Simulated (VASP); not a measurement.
The system is TiSe.

```xyz
2
Lattice="3.4034 0.0000 0.0000 0.0000 3.4034 0.0000 0.0000 0.0000 3.4034" Properties=species:S:1:pos:R:3 pbc="T T T"
Ti    0.0000    0.0000    0.0000
Se    1.7017    1.7017    1.7017
```

- Program: VASP 6.6.1
- Task: relaxation of cell and atoms
- Functional: PBE
- Potentials or basis: VASP PAW PBE potentials, release 64 (Ti_sv, Se)
- Cutoff: 600 eV
- k mesh: 8 × 8 × 8
- Occupations: fermi-dirac, width 0.05 eV
- Spin: no spin polarisation

At the start: pressure -14.1 GPa; volume 19.71 Å³/atom.

How do energy, volume and symmetry change on relaxing?

Over 3 steps the energy falls by 169.2 meV/atom and the volume is 16.46 Å³/atom (-16.5 %); space group Pm-3m (No. 221, to 0.05 Å).

Step by step:
```
step  energy change (eV)  largest force (eV/Å)  pressure (GPa)  volume (Å³)
   1              0.0000                0.0000          -14.11        39.42
   2             -0.2534                0.0000           11.32        30.32
   3             -0.3383                0.0000           -0.06        32.92
```

Final structure:
```
Ti Se
1.0
     3.20499    0.00000    0.00000
     0.00000    3.20499    0.00000
     0.00000    0.00000    3.20499
Ti Se
1 1
Direct
  0.00000 0.00000 0.00000
  0.50000 0.50000 0.50000
```

Caveat: the volume moved by over 15 % at a fixed basis, so the end points are rough.
